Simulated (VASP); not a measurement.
# Sn8HO16 (a cell with a defect) in VASP: further runs

Runs on Sn8HO16 (a cell with a defect). Level: PBE+D3(BJ). Tasks: single point.

Everything below comes from runs of VASP 6.6.1. Logs are shortened: lines on timing, memory, paths and dates and some standing lists are left out, and cuts for length are marked.

## (1) The cell of the first run

The cell holds a defect, 25 atoms: a = 6.738 Å, b = 6.738 Å, c = 6.415 Å, α = 90.00°, β = 90.00°, γ = 90.00°.

## (2) Single point, PBE+D3(BJ)

Contents of INCAR:

```
PREC     = Accurate       # precision mode
ENCUT    = 520            # plane-wave cutoff, eV
EDIFF    = 1E-7           # SCF threshold, eV
ISMEAR   = -1             # smearing method
SIGMA    = 0.05           # smearing width, eV
LREAL    = Auto         
LASPH    = True           # aspherical terms in the spheres
NELM     = 100            # most SCF steps
ALGO     = Normal         # electronic algorithm
ISIF     = 2              # what is computed and relaxed
LWAVE    = False          # write WAVECAR
LCHARG   = True           # write CHGCAR
GGA      = PE             # functional
IVDW     = 12             # dispersion correction
LELF     = True           # ELF
LVHAR    = True         
NBANDS   = 122            # bands
NELECT   = 208.0
```

Contents of KPOINTS:

```
regular mesh
0
Gamma
  2 2 2
```

Contents of POSCAR:

```
Sn8HO16
1.0
   -4.7648180000     -4.7648180000      0.0000000000
    4.7648180000     -4.7648180000      0.0000000000
    0.0000000000      0.0000000000      6.4150000000
Sn O H
8 16 1
Direct
    0.0171260476      0.5219627486      0.2529088075
    0.5009148303      0.5010703452     -0.0036717069
   -0.0033742107      0.4928539768      0.7495812938
    0.5059728409      0.4972002079      0.4972919719
    0.4910702780     -0.0034392709      0.2448517537
   -0.0036700248     -0.0149718205     -0.0182321122
    0.4933356321      0.0002020014      0.7446607950
   -0.0113203694      0.0005224754      0.4974883866
   -0.0340064405      0.2059601227      0.2257368667
   -0.0069798049      0.8181885436      0.2454579891
    0.1942784593      0.5098189480     -0.0037092751
    0.8086083246      0.4838175351      0.0085219018
   -0.0019799287      0.1896897216      0.7446481684
   -0.0127159107      0.7971788219      0.7378433359
    0.1983711655      0.4968075381      0.5025903352
    0.8118989015      0.4934256670      0.4923811380
    0.4981714936      0.6926089307      0.2480207327
    0.4951848108      0.3034643716      0.2448924396
    0.6904102108      0.0032645528     -0.0037513640
    0.2977659378     -0.0029267645     -0.0052442712
    0.5091487230      0.6947029246      0.7460455183
    0.4989960792      0.3053901534      0.7481471551
    0.6865935908      0.0052019825      0.4934703040
    0.2933268385      0.0028043044      0.4924377241
    0.8344843392      0.2504143915      0.1659321902
```

Potentials or basis: VASP PAW PBE potentials, release 64 (Sn_d, O, H).

Started as:

```sh
$ cat potpaw_PBE.64/Sn_d/POTCAR potpaw_PBE.64/O/POTCAR potpaw_PBE.64/H/POTCAR > POTCAR
$ mpirun -np 1 vasp_std > vasp.out
```

OUTCAR:

```text
PREC = Accurate
   ENCUT = 520
   EDIFF = 1E-7
   ISMEAR = -1
   LREAL = Auto
   LASPH = True
   NELM = 100
   ISIF = 2
   GGA = PE
   IVDW = 12
   NELECT = 208.0
 IVDW          = 12

 ion  position               nearest neighbor table
   1  0.017  0.522  0.253-  10 2.00  15 2.02  11 2.04  16 2.08  12 2.12   9 2.16  25 2.27   3 3.20
                             3 3.24   6 3.58   8 3.59   4 3.65   2 3.65
   2  0.501  0.501  0.996-  11 2.07  17 2.07  22 2.07  21 2.07  18 2.08  12 2.08   4 3.20   4 3.21
                             1 3.65   3 3.70   5 3.70   7 3.73   7 3.74   3 3.75   5 3.76
   3  0.997  0.493  0.750-  13 2.04  14 2.05  16 2.07  11 2.07  15 2.09  12 2.09   1 3.20   1 3.24
                             6 3.64   4 3.68   8 3.69   2 3.70   6 3.73   2 3.75
   4  0.506  0.497  0.497-  16 2.06  22 2.06  17 2.07  15 2.07  21 2.08  18 2.08   2 3.20   2 3.21
                             1 3.65   3 3.68   7 3.71   5 3.74   5 3.74   7 3.74
   5  0.491  0.997  0.245-  17 2.05  20 2.07  18 2.07  23 2.07  24 2.07  19 2.09   7 3.21   7 3.21
                             2 3.70   8 3.72   4 3.74   6 3.74   4 3.74   8 3.75   2 3.76
   6  0.996  0.985  0.982-  14 2.01  10 2.03  20 2.03  13 2.05  19 2.07   9 2.17   8 3.11   8 3.31
                             1 3.58   3 3.64   7 3.68   7 3.72   3 3.73   5 3.74
   7  0.493  0.000  0.745-  22 2.06  21 2.06  23 2.07  20 2.08  19 2.09  24 2.11   5 3.21   5 3.21
                             6 3.68   8 3.70   4 3.71   6 3.72   2 3.73   2 3.74   4 3.74   8 3.75
   8  0.989  0.001  0.497-  10 2.03  13 2.04  23 2.04  24 2.05  14 2.06   9 2.23   6 3.11   6 3.31
                             1 3.59   3 3.69   7 3.70   5 3.72   7 3.75   5 3.75
   9  0.966  0.206  0.226-  25 1.01   1 2.16   6 2.17   8 2.23
  10  0.993  0.818  0.245-   1 2.00   8 2.03   6 2.03
  11  0.194  0.510  0.996-   1 2.04   2 2.07   3 2.07
  12  0.809  0.484  0.009-   2 2.08   3 2.09   1 2.12
  13  0.998  0.190  0.745-   8 2.04   3 2.04   6 2.05
  14  0.987  0.797  0.738-   6 2.01   3 2.05   8 2.06
  15  0.198  0.497  0.503-   1 2.02   4 2.07   3 2.09
  16  0.812  0.493  0.492-   4 2.06   3 2.07   1 2.08
  17  0.498  0.693  0.248-   5 2.05   2 2.07   4 2.07
  18  0.495  0.303  0.245-   5 2.07   2 2.08   4 2.08
  19  0.690  0.003  0.996-   6 2.07   5 2.09   7 2.09
  20  0.298  0.997  0.995-   6 2.03   5 2.07   7 2.08
  21  0.509  0.695  0.746-   7 2.06   2 2.07   4 2.08
  22  0.499  0.305  0.748-   7 2.06   4 2.06   2 2.07
  23  0.687  0.005  0.493-   8 2.04   5 2.07   7 2.07
  24  0.293  0.003  0.492-   8 2.05   5 2.07   7 2.11
  25  0.834  0.250  0.166-   9 1.01   1 2.27

  LATTYP: Found a simple tetragonal cell.
 ALAT       =     6.7384702378
 C/A-ratio  =     0.9519964879

  Lattice vectors:

 A1 = (  -4.7648180000,  -4.7648180000,   0.0000000000)
 A2 = (   4.7648180000,  -4.7648180000,   0.0000000000)
 A3 = (   0.0000000000,   0.0000000000,   6.4150000000)

Analysis of symmetry for initial positions (statically):
=====================================================================
 Subroutine PRICEL returns:
 Original cell was already a primitive cell.

 Routine SETGRP: Setting up the symmetry group for a
 simple tetragonal supercell.

 Subroutine GETGRP returns: Found  1 space group operations
 (whereof  1 operations were pure point group operations)
 out of a pool of 16 trial point group operations.

The static configuration has the point symmetry C_1 .

Analysis of symmetry for dynamics (positions and initial velocities):
=====================================================================
 Subroutine PRICEL returns:
 Original cell was already a primitive cell.

 Routine SETGRP: Setting up the symmetry group for a
 simple tetragonal supercell.

 Subroutine GETGRP returns: Found  1 space group operations
 (whereof  1 operations were pure point group operations)
 out of a pool of 16 trial point group operations.

The dynamic configuration has the point symmetry C_1 .

 Subroutine INISYM returns: Found  1 space group operations
 (whereof  1 operations are pure point group operations),
 and found     1 'primitive' translations

----------------------------------------------------------------------------------------

                                     Primitive cell

  volume of cell :     291.2858

  direct lattice vectors                    reciprocal lattice vectors
    -4.764818000 -4.764818000  0.000000000    -0.104935802 -0.104935802  0.000000000
     4.764818000 -4.764818000  0.000000000     0.104935802 -0.104935802  0.000000000
[... 62 lines left out ...]
 KPOINTS: regular mesh

Automatic generation of k-mesh.
 Grid dimensions read from file:
 generate k-points for:    2    2    2

 Generating k-lattice:

  Cartesian coordinates                     Fractional coordinates (reciprocal lattice)
    -0.052467901 -0.052467901  0.000000000     0.500000000  0.000000000  0.000000000
     0.052467901 -0.052467901  0.000000000     0.000000000  0.500000000  0.000000000
     0.000000000  0.000000000  0.077942323     0.000000000  0.000000000  0.500000000

  Length of vectors
     0.074200817  0.074200817  0.077942323

  Shift w.r.t. Gamma in fractional coordinates (k-lattice)
     0.000000000  0.000000000  0.000000000

 Subroutine IBZKPT returns following result:
 ===========================================

 Found      8 irreducible k-points:

 Following reciprocal coordinates:
            Coordinates               Weight
  0.000000  0.000000  0.000000      1.000000
  0.500000  0.000000  0.000000      1.000000
  0.000000  0.500000  0.000000      1.000000
  0.500000  0.500000  0.000000      1.000000
  0.000000  0.000000  0.500000      1.000000
  0.500000  0.000000  0.500000      1.000000
  0.000000  0.500000  0.500000      1.000000
  0.500000  0.500000  0.500000      1.000000
   k-points           NKPTS =      8   k-points in BZ     NKDIM =      8   number of bands    NBANDS=    122
   number of dos      NEDOS =    301   number of ions     NIONS =     25
   total plane-waves  NPLWV = 120000
   dimension x,y,z NGX =    50 NGY =   50 NGZ =   48
   dimension x,y,z NGXF=   100 NGYF=  100 NGZF=   96
   ions per type =               8  16   1
   NGX,Y,Z   is equivalent  to a cutoff of  12.34, 12.34, 12.44 a.u.
   NGXF,Y,Z  is equivalent  to a cutoff of  24.67, 24.67, 24.88 a.u.
 SYSTEM =  unknown system
   PREC   = accura    normal or accurate (medium, high low for compatibility)
   ISTART =      0    job   : 0-new  1-cont  2-samecut
   ICHARG =      2    charge: 1-file 2-atom 10-const
   ISPIN  =      1    spin polarized calculation?
   LNONCOLLINEAR =      F non collinear calculations
   LSORBIT =      F    spin-orbit coupling
   LASPH  =      T    aspherical Exc in radial PAW
   ENCUT  =  520.0 eV  38.22 Ry    6.18 a.u.  12.53 12.53 11.93*2*pi/ulx,y,z
   NELM   =    100;   NELMIN=  2; NELMDL= -5     # of ELM steps
   EDIFF  = 0.1E-06   stopping-criterion for ELM
   LREAL  =      T    real-space projection
   EDIFFG = 0.1E-05   stopping-criterion for IOM
   NSW    =      0    number of steps for IOM
   IBRION =     -1    ionic relax: 0-MD 1-quasi-New 2-CG
   NFREE  =      0    steps in history (QN), initial steepest desc. (CG)
   ISIF   =      2    stress and relaxation
   ISYM   =      2    0-nonsym 1-usesym 2-fastsym
   POTIM  = 0.5000    time-step for ionic-motion
   TEBEG  =    0.0;   TEEND  =   0.0 temperature during run
   PSTRESS=    0.0 pullay stress
   NELECT =     208.0000    total number of electrons
   NUPDOWN=      -1.0000    fix difference up-down
   EMIN   =  10.00;   EMAX   =-10.00  energy-range for DOS
   EFERMI =   0.00;   METHOD = LEGACY
   ISMEAR =    -1;   SIGMA  =   0.05  broadening in eV -4-tet -1-fermi 0-gaus
   EFERMI_NEDOS =   21; number of points for ismear=-14 and -15
   IALGO  =     38    algorithm
   IMIX   =      4    mixing-type and parameters
     AMIX     =   0.40;   BMIX     =  1.00
     AMIX_MAG =   1.60;   BMIX_MAG =  1.00
  volume/ion in A,a.u.               =      11.65        78.63
  Fermi-wavevector in a.u.,A,eV,Ry     =   1.463265  2.765169 29.132020  2.141143
  Thomas-Fermi vector in A             =   2.579380
   LORBIT       =      0    0 simple, 1 ext, 2 COOP (PROOUT), +10 PAW based schemes
   GGA     = PE    functional components
   LHFCALC =     F    Hartree Fock is set to
   AEXX    =    0.0000 exact exchange contribution
   IVDW    =    12    specifies the selected vdW correction
   LEPSILON=     F    determine dielectric tensor
   LRPA    =     F    only Hartree local field effects (RPA)
 non-spin polarized calculation
  energy-cutoff  :      520.00
  volume of cell :      291.29
 maximum number of plane-waves:      7860
   NGX = 25   NGY = 25   NGZ = 23

 number of electron     208.0000030 magnetization

 Free energy of the ion-electron system (eV)
  ---------------------------------------------------
  ext. energy  EPLUGINS =         0.00000000
  ---------------------------------------------------
  free energy    TOTEN  =      -159.63808835 eV

  energy without entropy =     -159.63807928  energy(sigma->0) =     -159.63808381

 E-fermi :   6.4835     XC(G=0): -11.1626

 val. band max:        5.9656291751   @ k =   0.0000   0.0000   0.0000
 cond. band min:       7.0011586765   @ k =   0.0000   0.0000   0.0000
 fundamental gap:      1.0355295014
 Fermi energy:         6.4835182459

 k-point     1 :       0.0000    0.0000    0.0000
  band No.  band energies     occupation
      1     -15.2382      2.00000
      2     -15.1652      2.00000
      3     -14.8326      2.00000
      4     -14.7967      2.00000
      5     -14.7468      2.00000
      6     -14.6371      2.00000
[... 941 lines left out ...]
    115      14.4631      0.00000
    116      14.6022      0.00000
 [bands above 116 left out]

------------------------ aborting loop because EDIFF is reached ----------------------------------------

 Edisp (eV)   -5.40213

 E8    (eV) :    -2.1569

  FORCE on cell =-STRESS in cart. coord.  units (eV):
  Direction    XX          YY          ZZ          XY          YZ          ZX
  --------------------------------------------------------------------------------------
  -------------------------------------------------------------------------------------
  Total      -3.50273    -2.44539    -0.10908    -3.70231    -0.44895     1.43847
  in kB     -19.26629   -13.45055    -0.59998   -20.36404    -2.46940     7.91209
  external pressure =      -11.11 kB  Pullay stress =        0.00 kB

 VOLUME and BASIS-vectors are now :
 -----------------------------------------------------------------------------
  energy-cutoff  :      520.00
  volume of cell :      291.29
      direct lattice vectors                 reciprocal lattice vectors
    -4.764818000 -4.764818000  0.000000000    -0.104935802 -0.104935802  0.000000000
     4.764818000 -4.764818000  0.000000000     0.104935802 -0.104935802  0.000000000
     0.000000000  0.000000000  6.415000000     0.000000000  0.000000000  0.155884645

 POSITION                                       TOTAL-FORCE (eV/Angst)
 -----------------------------------------------------------------------------------
      2.40545     -2.56866      1.62241         0.084015      0.020959     -0.065447
      0.00074     -4.77428      6.39145        -0.008076     -0.051287     -0.024056
     -2.40038     -7.09710      4.80856        -0.012646     -0.004609     -0.018337
     -0.04180     -4.77994      3.19013         0.037432     -0.001981     -0.014457
      2.40857     -7.08829      1.57072         0.012611      0.009212     -0.013850
     -0.05385     -9.44081      6.29804        -0.037229      0.015868     -0.018655
[... 17 lines left out ...]
     -1.38429     -1.41101      3.15899         0.046838     -0.026473     -0.004188
     -2.78299     -5.16935      1.06446        -0.198259      0.388068      0.441943
 -----------------------------------------------------------------------------------
    total drift:                                0.001700     -0.036233     -0.046995

  FREE ENERGIE OF THE ION-ELECTRON SYSTEM (eV)
  ---------------------------------------------------
  free  energy   TOTEN  =      -165.0402201203 eV

  energy  without entropy=     -165.0402110492  energy(sigma->0) =     -165.04021558
```

Wall time 18 min (1 thread of AMD EPYC 7R13, shared host); peak memory 0.42 GiB.

Results:

- Free energy: -165.0402 eV
- Largest force: 0.621 eV/Å
- Dispersion energy per atom: -0.216 eV

Forces on the atoms (eV/Å):
```
Sn   0.084  0.021 -0.065
Sn  -0.008 -0.051 -0.024
Sn  -0.013 -0.005 -0.018
Sn   0.037 -0.002 -0.014
Sn   0.013  0.009 -0.014
Sn  -0.037  0.016 -0.019
Sn   0.008 -0.018 -0.018
Sn  -0.034  0.003  0.019
O   -0.029 -0.004  0.034
O    0.005 -0.053 -0.007
O   -0.060 -0.016 -0.026
O    0.172 -0.184 -0.084
O    0.032 -0.008  0.002
O   -0.056  0.006 -0.034
O   -0.020  0.030 -0.062
O    0.025  0.024 -0.042
O    0.032  0.003  0.000
O   -0.082 -0.054 -0.023
O    0.000 -0.040  0.015
O    0.031 -0.018  0.002
O    0.067  0.003 -0.036
O   -0.012 -0.002 -0.008
O   -0.004 -0.023 -0.015
O    0.047 -0.026 -0.004
H   -0.198  0.388  0.442
```

Caveat: the k points lie up to 0.49 Å⁻¹ apart; the cell carries a net charge on a neutralising background, which shifts energy and pressure; the cell is charged against a uniform background, so pressure and absolute levels hang on convention; spin-orbit coupling is left out, which moves the levels of the heavy elements.

## (3) Single point, PBE+D3(BJ)

Contents of INCAR:

```
PREC     = Accurate       # precision mode
ENCUT    = 520            # plane-wave cutoff, eV
EDIFF    = 1E-6           # SCF threshold, eV
ISMEAR   = -1             # smearing method
SIGMA    = 0.05           # smearing width, eV
LREAL    = Auto         
LASPH    = True           # aspherical terms in the spheres
NELM     = 80             # most SCF steps
ALGO     = Normal         # electronic algorithm
ISIF     = 2              # what is computed and relaxed
LWAVE    = False          # write WAVECAR
LCHARG   = False          # write CHGCAR
GGA      = PE             # functional
IVDW     = 12             # dispersion correction
NBANDS   = 122            # bands
NELECT   = 208.0
```

KPOINTS is that of step 2.

Contents of POSCAR:

```
Sn8HO16
1.0
   -4.7648180000     -4.7648180000      0.0000000000
    4.7648180000     -4.7648180000      0.0000000000
    0.0000000000      0.0000000000      6.4150000000
Sn O H
8 16 1
Direct
    0.0237793972      0.5184885341      0.2596221356
    0.4960794935      0.4985186213     -0.0035317225
   -0.0025271689      0.4937050062      0.7498057677
    0.5088915253      0.4961949229      0.4970657833
    0.4923754695     -0.0029246657      0.2432660951
   -0.0045835958     -0.0117418965     -0.0160453624
    0.4923594144     -0.0018445615      0.7436604832
   -0.0122805320      0.0036128347      0.4928187062
   -0.0340954261      0.2062908804      0.2223519875
   -0.0105816214      0.8137035874      0.2442899454
    0.1910942873      0.5125185264     -0.0036910366
    0.8066152789      0.4572067600      0.0171223694
   -0.0005050560      0.1906237552      0.7427607171
   -0.0164580263      0.7976796805      0.7392310210
    0.2020356286      0.4998679908      0.5078779423
    0.8136279287      0.4922867988      0.4939393609
    0.5005551104      0.6911537859      0.2464829306
    0.4856676582      0.3036609163      0.2455926734
    0.6888591547      0.0015548338     -0.0061551052
    0.2977731783     -0.0059786124     -0.0064385035
    0.5142460845      0.6917175011      0.7477855027
    0.4979376967      0.3042083664      0.7479055339
    0.6854320564      0.0048751075      0.4930469213
    0.2932590500     -0.0018038464      0.4915300078
    0.8430085892      0.2939678913      0.1158639127
```

Potentials or basis: VASP PAW PBE potentials, release 64 (Sn_d, O, H).

Started as:

```sh
$ cat potpaw_PBE.64/Sn_d/POTCAR potpaw_PBE.64/O/POTCAR potpaw_PBE.64/H/POTCAR > POTCAR
$ mpirun -np 1 vasp_std > vasp.out
```

It took 15 min on 1 thread of AMD EPYC 7R13, shared host; peak memory 0.42 GiB.

It converged, with:

| Property | Result |
| --- | --- |
| Free energy | -164.6955 eV |
| Largest force | 0.042 eV/Å |
| Dispersion energy per atom | -0.216 eV |

Forces in eV/Å, atoms in the order of the input:
```
Sn   0.003 -0.011  0.005
Sn   0.009  0.008 -0.003
Sn  -0.001 -0.011  0.005
Sn   0.008 -0.004 -0.005
Sn   0.005 -0.005 -0.003
Sn  -0.007  0.003  0.011
Sn   0.001 -0.006 -0.007
Sn   0.001  0.003 -0.002
O   -0.019 -0.011  0.029
O    0.004  0.001 -0.005
O   -0.014 -0.009 -0.004
O   -0.001  0.009 -0.007
O    0.014 -0.016  0.001
O   -0.019  0.025  0.000
O   -0.034 -0.022  0.012
O    0.014  0.018 -0.013
O    0.008 -0.013  0.001
O   -0.012  0.012  0.001
O   -0.007 -0.013  0.002
O    0.014  0.016  0.004
O    0.012 -0.016 -0.002
O   -0.016  0.017  0.005
O   -0.006 -0.008 -0.002
O    0.013  0.014  0.000
H    0.028  0.020 -0.020
```

Levels at points of the mesh, in eV from the Fermi level:
| k point | band 100 | band 101 | band 102 | band 103 | band 104 | band 105 | band 106 | band 107 | band 108 | band 109 |
| --- | --- | --- | --- | --- | --- | --- | --- | --- | --- | --- |
| (0.00, 0.00, 0.00) | -1.25 | -1.25 | -1.21 | -1.17 | -0.51 | 0.51 | 3.90 | 4.05 | 4.15 | 4.25 |
| (0.50, 0.00, 0.00) | -1.38 | -1.32 | -1.25 | -1.08 | -0.81 | 2.53 | 2.68 | 4.42 | 4.64 | 4.90 |
| (0.00, 0.50, 0.00) | -1.34 | -1.30 | -1.24 | -1.04 | -0.88 | 2.59 | 2.64 | 4.50 | 4.61 | 4.93 |
| (0.50, 0.50, 0.00) | -1.18 | -1.12 | -1.07 | -1.04 | -0.96 | 3.47 | 3.61 | 3.82 | 3.84 | 5.17 |
| (0.00, 0.00, 0.50) | -1.23 | -1.18 | -1.15 | -0.94 | -0.88 | 2.98 | 3.08 | 4.19 | 4.34 | 4.44 |
| (0.50, 0.00, 0.50) | -1.24 | -1.07 | -0.95 | -0.90 | -0.89 | 3.64 | 3.69 | 3.90 | 3.98 | 4.95 |
| (0.00, 0.50, 0.50) | -1.22 | -1.17 | -0.97 | -0.92 | -0.91 | 3.47 | 3.84 | 3.86 | 3.92 | 5.21 |
| (0.50, 0.50, 0.50) | -1.28 | -1.22 | -1.15 | -1.14 | -1.11 | 4.25 | 4.59 | 4.61 | 4.77 | 4.88 |

Caveat: the k points lie up to 0.49 Å⁻¹ apart; the cell carries a net charge on a neutralising background, which shifts energy and pressure; the cell is charged against a uniform background, so pressure and absolute levels hang on convention; spin-orbit coupling is left out, which moves the levels of the heavy elements.
